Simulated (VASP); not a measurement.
# Mg3Ti (I4/mmm) in VASP: further runs, part 2 of 2

VASP 6.6.1. Earlier steps stand in the parts before.

## 4. Single point, PBE, collinear spin, ferromagnetic start

Input file INCAR:

```
SYSTEM = Mg3Ti
PREC     = Accurate       ! precision mode
ENCUT    = 520            ! plane-wave cutoff, eV
EDIFF    = 1E-7           ! SCF threshold, eV
ISMEAR   = 1              ! smearing method
SIGMA    = 0.072          ! smearing width, eV
LREAL    = .False.        ! projectors in reciprocal space
LASPH    = .True.         ! aspherical terms in the spheres
NELM     = 150            ! most SCF steps
ALGO     = Normal         ! electronic algorithm
ISIF     = 2              ! what is computed and relaxed
LWAVE    = .False.        ! write WAVECAR
LCHARG   = .False.        ! write CHGCAR
ISPIN    = 2              ! spin polarisation
MAGMOM   = 0 0 0 1.56     ! initial moments
LORBIT   = 11             ! projections on sites
LMAXMIX  = 4              ! l up to which the mixer works
GGA      = PE             ! functional
ISYM     = 0            
NBANDS   = 21             ! bands
```

Input file KPOINTS:

```
Automatic mesh
0
Gamma
  7 2 3
  0 0 0
```

Input file POSCAR:

```
Mg3Ti
1.0
   -2.2009700000      2.2009700000      4.3775730000
    2.2009700000     -2.2009700000      4.3775730000
    2.2009700000      2.2009700000     -4.3775730000
Mg Ti
3 1
Direct
    0.5000000000      0.5000000000      0.0000000000
    0.2500000000      0.7500000000      0.5000000000
    0.7500000000      0.2500000000      0.5000000000
    0.0000000000      0.0000000000      0.0000000000
```

Potentials or basis: VASP PAW PBE potentials, release 64 (Mg, Ti_sv).

Launch:

```bash
$ cat potpaw_PBE.64/Mg/POTCAR potpaw_PBE.64/Ti_sv/POTCAR > POTCAR
$ mpirun -np 1 vasp_std > vasp.out
```

OUTCAR:

```text
SYSTEM = Mg3Ti
   PREC = Accurate
   ENCUT = 520
   EDIFF = 1E-7
   ISMEAR = 1
   LREAL = .False.
   LASPH = .True.
   NELM = 150
   ISIF = 2
   ISPIN = 2
   LORBIT = 11
   GGA = PE
   ISYM = 0

 ion  position               nearest neighbor table
   1  0.500  0.500  0.000-   2 3.10   3 3.10   2 3.10   3 3.10   2 3.10   3 3.10   2 3.10   3 3.10
                             4 3.11   4 3.11   4 3.11   4 3.11
   2  0.250  0.750  0.500-   4 3.10   1 3.10   1 3.10   4 3.10   1 3.10   4 3.10   4 3.10   1 3.10
                             3 3.11   3 3.11   3 3.11   3 3.11
   3  0.750  0.250  0.500-   1 3.10   4 3.10   1 3.10   4 3.10   1 3.10   4 3.10   1 3.10   4 3.10
                             2 3.11   2 3.11   2 3.11   2 3.11
   4  0.000  0.000  0.000-   3 3.10   2 3.10   2 3.10   3 3.10   2 3.10   3 3.10   3 3.10   2 3.10
                             1 3.11   1 3.11   1 3.11   1 3.11

IMPORTANT INFORMATION: All symmetrisations will be switched off!
NOSYMM: (Re-)initialisation of all symmetry stuff for point group C_1.

----------------------------------------------------------------------------------------

                                     Primitive cell

  volume of cell :      84.8246

  direct lattice vectors                    reciprocal lattice vectors
    -2.200970000  2.200970000  4.377573000     0.000000000  0.227172565  0.114218541
     2.200970000 -2.200970000  4.377573000     0.227172565  0.000000000  0.114218541
     2.200970000  2.200970000 -4.377573000     0.227172565  0.227172565  0.000000000

  length of vectors
     5.371376290  5.371376290  5.371376290     0.254270032  0.254270032  0.321270522

  position of ions in fractional coordinates (direct lattice)
     0.500000000  0.500000000  0.000000000
     0.250000000  0.750000000  0.500000000
     0.750000000  0.250000000  0.500000000
     0.000000000  0.000000000  0.000000000

  ion indices of the primitive-cell ions
   primitive index   ion index
                 1           1
                 2           2
                 3           3
                 4           4

----------------------------------------------------------------------------------------

 KPOINTS: Automatic mesh

Automatic generation of k-mesh.
 Grid dimensions read from file:
 generate k-points for:    7    2    3

 Generating k-lattice:

  Cartesian coordinates                     Fractional coordinates (reciprocal lattice)
     0.000000000  0.032453224  0.016316934     0.142857143 -0.000000000  0.000000000
     0.113586282  0.000000000  0.057109270     0.000000000  0.500000000  0.000000000
     0.075724188  0.075724188  0.000000000     0.000000000  0.000000000  0.333333333

  Length of vectors
     0.036324290  0.127135016  0.107090174

  Shift w.r.t. Gamma in fractional coordinates (k-lattice)
     0.000000000  0.000000000  0.000000000

 -----------------------------------------------------------------------------
|                                                                             |
|           W    W    AA    RRRRR   N    N  II  N    N   GGGG   !!!           |
|           W    W   A  A   R    R  NN   N  II  NN   N  G    G  !!!           |
|           W    W  A    A  R    R  N N  N  II  N N  N  G       !!!           |
|           W WW W  AAAAAA  RRRRR   N  N N  II  N  N N  G  GGG   !            |
|           WW  WW  A    A  R   R   N   NN  II  N   NN  G    G                |
|           W    W  A    A  R    R  N    N  II  N    N   GGGG   !!!           |
|                                                                             |
[... 62 lines left out ...]
   EDIFFG = 0.1E-05   stopping-criterion for IOM
   NSW    =      0    number of steps for IOM
   IBRION =     -1    ionic relax: 0-MD 1-quasi-New 2-CG
   NFREE  =      0    steps in history (QN), initial steepest desc. (CG)
   ISIF   =      2    stress and relaxation
   ISYM   =      0    0-nonsym 1-usesym 2-fastsym
   POTIM  = 0.5000    time-step for ionic-motion
   TEBEG  =    0.0;   TEEND  =   0.0 temperature during run
   PSTRESS=    0.0 pullay stress
   NELECT =      18.0000    total number of electrons
   NUPDOWN=      -1.0000    fix difference up-down
   EMIN   =  10.00;   EMAX   =-10.00  energy-range for DOS
   EFERMI =   0.00;   METHOD = LEGACY
   ISMEAR =     1;   SIGMA  =   0.07  broadening in eV -4-tet -1-fermi 0-gaus
   EFERMI_NEDOS =   21; number of points for ismear=-14 and -15
   IALGO  =     38    algorithm
   IMIX   =      4    mixing-type and parameters
     AMIX     =   0.40;   BMIX     =  1.00
     AMIX_MAG =   1.60;   BMIX_MAG =  1.00
  volume/ion in A,a.u.               =      21.21       143.11
  Fermi-wavevector in a.u.,A,eV,Ry     =   0.976469  1.845259 12.973042  0.953492
  Thomas-Fermi vector in A             =   2.107090
   LORBIT       =     11    0 simple, 1 ext, 2 COOP (PROOUT), +10 PAW based schemes
   GGA     = PE    functional components
   LHFCALC =     F    Hartree Fock is set to
   AEXX    =    0.0000 exact exchange contribution
   IVDW    =     0    specifies the selected vdW correction
   LEPSILON=     F    determine dielectric tensor
   LRPA    =     F    only Hartree local field effects (RPA)
 spin polarized calculation
 Methfessel and Paxton  Order N= 1 SIGMA  =   0.07
  energy-cutoff  :      520.00
  volume of cell :       84.82
 maximum number of plane-waves:      2301
   NGX = 19   NGY = 19   NGZ = 19

 number of electron      18.0000002 magnetization       1.4737392

 Free energy of the ion-electron system (eV)
  ---------------------------------------------------
  ext. energy  EPLUGINS =         0.00000000
  ---------------------------------------------------
  free energy    TOTEN  =       -11.44839526 eV

  energy without entropy =      -11.44946383  energy(sigma->0) =      -11.44875145

 E-fermi :   3.5876     XC(G=0):  -9.1879

 val. band max:        3.5792417510   @ k =  -0.1429   0.0000   0.3333
 cond. band min:       3.6089917349   @ k =  -0.4286   0.0000   0.3333
 fundamental gap:      0.0297499839
 Fermi energy:         3.5876106277

 spin component 1

 k-point     1 :       0.0000    0.0000    0.0000
  band No.  band energies     occupation
      1     -53.8930      1.00000
      2     -30.1796      1.00000
      3     -30.1725      1.00000
      4     -30.1086      1.00000
      5      -3.1015      1.00000
      6       2.8126      1.00000
[... 517 lines left out ...]
     20      11.3142      0.00000
     21      11.9830      0.00000
 Fermi energy:         3.5876106277

 spin component 2

 k-point     1 :       0.0000    0.0000    0.0000
  band No.  band energies     occupation
      1     -52.9394      1.00000
      2     -29.2729      1.00000
      3     -29.2174      1.00000
      4     -29.0995      1.00000
      5      -2.9163      1.00000
      6       3.3407      1.00001
[... 517 lines left out ...]
     20      11.5359      0.00000
     21      12.1209      0.00000

------------------------ aborting loop because EDIFF is reached ----------------------------------------

  FORCE on cell =-STRESS in cart. coord.  units (eV):
  Direction    XX          YY          ZZ          XY          YZ          ZX
  --------------------------------------------------------------------------------------
  -------------------------------------------------------------------------------------
  Total       -0.3299976     -0.2817143      0.4863611     -0.0800337     -1.1282277      0.3857641
  in kB       -6.2330374     -5.3210566      9.1864510     -1.5116872    -21.3101110      7.2863623
  external PRESSURE =      -0.7892143 kB  Pullay stress =       0.0000000 kB

 VOLUME and BASIS-vectors are now :
 -----------------------------------------------------------------------------
  energy-cutoff  :      520.00
  volume of cell :       84.82
      direct lattice vectors                 reciprocal lattice vectors
    -2.200970000  2.200970000  4.377573000     0.000000000  0.227172565  0.114218541
     2.200970000 -2.200970000  4.377573000     0.227172565  0.000000000  0.114218541
     2.200970000  2.200970000 -4.377573000     0.227172565  0.227172565  0.000000000

 POSITION                                       TOTAL-FORCE (eV/Angst)
 -----------------------------------------------------------------------------------
      0.00000      0.00000      4.37757         0.000000     -0.000000      0.000000
      2.20097      0.00000      2.18879         0.024846      0.052818      0.030156
      0.00000      2.20097      2.18879        -0.024846     -0.052818     -0.030156
      0.00000      0.00000      0.00000        -0.000000      0.000000     -0.000000
 -----------------------------------------------------------------------------------
    total drift:                               -0.000000      0.000000     -0.000000

  FREE ENERGIE OF THE ION-ELECTRON SYSTEM (eV)
  ---------------------------------------------------
  free  energy   TOTEN  =       -11.4483952626 eV

  energy  without entropy=      -11.4494638256  energy(sigma->0) =      -11.44875145

 total charge

# of ion       s       p       d       tot
------------------------------------------
    1        0.215   0.142   0.016   0.372
    2        0.221   0.142   0.015   0.377
    3        0.221   0.142   0.015   0.377
    4        2.184   6.047   1.870  10.101
--------------------------------------------------
tot          2.840   6.473   1.915  11.228

 magnetization (x)

# of ion       s       p       d       tot
------------------------------------------
    1       -0.004   0.002   0.002  -0.000
    2       -0.006   0.010   0.002   0.006
    3       -0.006   0.010   0.002   0.006
    4        0.017   0.015   0.970   1.002
--------------------------------------------------
tot          0.001   0.037   0.976   1.014
```

Run time: 56 s. Hardware: 1 thread of Intel Xeon 6975P-C (Granite Rapids), shared host; peak memory 0.31 GiB.

Results:

```
Free energy                                           : -11.4484 eV
Pressure                                              : -0.1 GPa
Largest force                                         : 0.066 eV/Å
Net moment                                            : 1.47 μB per cell
Site moments                                          : Mg -0.00, +0.01; Ti +1.00 μB
Valence electrons inside the program's atomic spheres : Mg 0.37, 0.38; Ti 10.10
```

Forces in eV/Å, atoms in the order of the input:
```
Mg   0.000  0.000  0.000
Mg   0.025  0.053  0.030
Mg  -0.025 -0.053 -0.030
Ti   0.000  0.000  0.000
```

Stress tensor (GPa, compression positive):
```
-0.62 -0.15  0.73
-0.15 -0.53 -2.13
 0.73 -2.13  0.92
```

Caveat: the k points lie up to 0.80 Å⁻¹ apart.

## 5. Single point, PBE, collinear spin, ferromagnetic start

This run uses another cell than the first one, of 20.10 Å³/atom, 0.948 times its volume.

Input file INCAR:

```
PREC     = Accurate       # precision mode
ENCUT    = 520            # plane-wave cutoff, eV
EDIFF    = 1E-6           # SCF threshold, eV
ISMEAR   = 0              # smearing method
SIGMA    = 0.1            # smearing width, eV
LREAL    = False          # projectors in reciprocal space
LASPH    = True           # aspherical terms in the spheres
NELM     = 150            # most SCF steps
ALGO     = Normal         # electronic algorithm
ISIF     = 2              # what is computed and relaxed
LWAVE    = False          # write WAVECAR
LCHARG   = True           # write CHGCAR
ISPIN    = 2              # spin polarisation
MAGMOM   = 0 0 0 1.56     # initial moments
LORBIT   = 11             # projections on sites
LMAXMIX  = 4              # l up to which the mixer works
GGA      = PE             # functional
LELF     = True           # ELF
LVHAR    = True         
NBANDS   = 21             # bands
```

Input file KPOINTS:

```
Automatic mesh
0
Gamma
  6 6 6
```

Input file POSCAR:

```
Mg3Ti
1.0
   -2.1621387922      2.1621387922      4.3003404858
    2.1621387922     -2.1621387922      4.3003404858
    2.1621387922      2.1621387922     -4.3003404858
Mg Ti
3 1
Direct
    0.5000000000      0.5000000000      0.0000000000
    0.2500000000      0.7500000000      0.5000000000
    0.7500000000      0.2500000000      0.5000000000
    0.0000000000      0.0000000000      0.0000000000
```

Launch:

```bash
$ cat potpaw_PBE.64/Mg/POTCAR potpaw_PBE.64/Ti_sv/POTCAR > POTCAR
$ mpirun -np 1 vasp_std > vasp.out
```

It took 55 s on 1 thread of Intel Xeon 6975P-C (Granite Rapids), shared host; peak memory 0.32 GiB.

Results (log left out):

```
Free energy                                           : -11.4425 eV
Pressure                                              : 3.0 GPa
Band gap on the k mesh                                : zero (filled and empty bands overlap)
Net moment                                            : 2.00 μB per cell
Site moments                                          : Mg +0.01, +0.02; Ti +1.25 μB
Valence electrons inside the program's atomic spheres : Mg 0.39, 0.40; Ti 10.16
```

Levels at points of the mesh, in eV from the Fermi level:
Spin up:
| k point | band 7 | band 8 | band 9 | band 10 | band 11 | band 12 | band 13 | band 14 |
| --- | --- | --- | --- | --- | --- | --- | --- | --- |
| (0.00, 0.00, 0.00) | -0.80 | -0.64 | -0.64 | 0.23 | 0.40 | 2.38 | 2.38 | 2.53 |
| (0.50, 0.00, 0.00) | -1.76 | -0.57 | -0.55 | -0.13 | 0.08 | 0.89 | 2.42 | 2.72 |
| (0.50, 0.50, 0.00) | -2.21 | -1.49 | -1.22 | -1.18 | -0.33 | 0.75 | 0.99 | 2.31 |
| (0.50, 0.50, 0.50) | -1.18 | -0.30 | 0.17 | 0.17 | 0.31 | 0.31 | 0.33 | 3.06 |
Spin down:
```tsv
k point	band 6	band 7	band 8	band 9	band 10	band 11
(0.00, 0.00, 0.00)	-0.23	-0.16	0.22	0.22	0.60	1.40
(0.50, 0.00, 0.00)	-4.18	-1.28	-0.14	0.32	0.95	1.24
(0.50, 0.50, 0.00)	-2.75	-1.70	-1.25	-0.89	-0.34	0.71
(0.50, 0.50, 0.50)	-4.58	-0.68	0.62	0.62	0.73	1.37
```

## 6. The runs side by side

| level | cell | k mesh | smearing | gap on the mesh (eV) | pressure (GPa) | moment (μB) | largest force (eV/Å) |
| --- | --- | --- | --- | --- | --- | --- | --- |
| BLYP | a = 5.371 Å, angles 131.6, 131.6, 70.8°, 4 atoms | 2 × 2 × 2 | gaussian 0.1 eV | none | 1.6 | 1.63 | - |
| PBE | a = 5.371 Å, angles 131.6, 131.6, 70.8°, 4 atoms | 2 × 5 × 1 | tetrahedron | none | 0.1 | 1.50 | 0.08 |
| PBE | a = 5.371 Å, angles 131.6, 131.6, 70.8°, 4 atoms | 7 × 2 × 3 | methfessel-paxton 0.072 eV | none | -0.1 | 1.47 | 0.07 |
| PBE | a = 5.277 Å, angles 131.6, 131.6, 70.8°, 4 atoms | 6 × 6 × 6 | gaussian 0.1 eV | none | 3.0 | 2.00 | - |

Alike in all rows: task single point; potentials or basis VASP PAW PBE potentials, release 64 (Mg, Ti_sv); spin collinear, ferromagnetic start; cutoff (eV) 520.

Caveats: some runs use coarse meshes; the PAW data sets were made with another functional, which shifts forces and pressure a little (some runs).

Absolute energies hang on the potentials; compare differences alone.
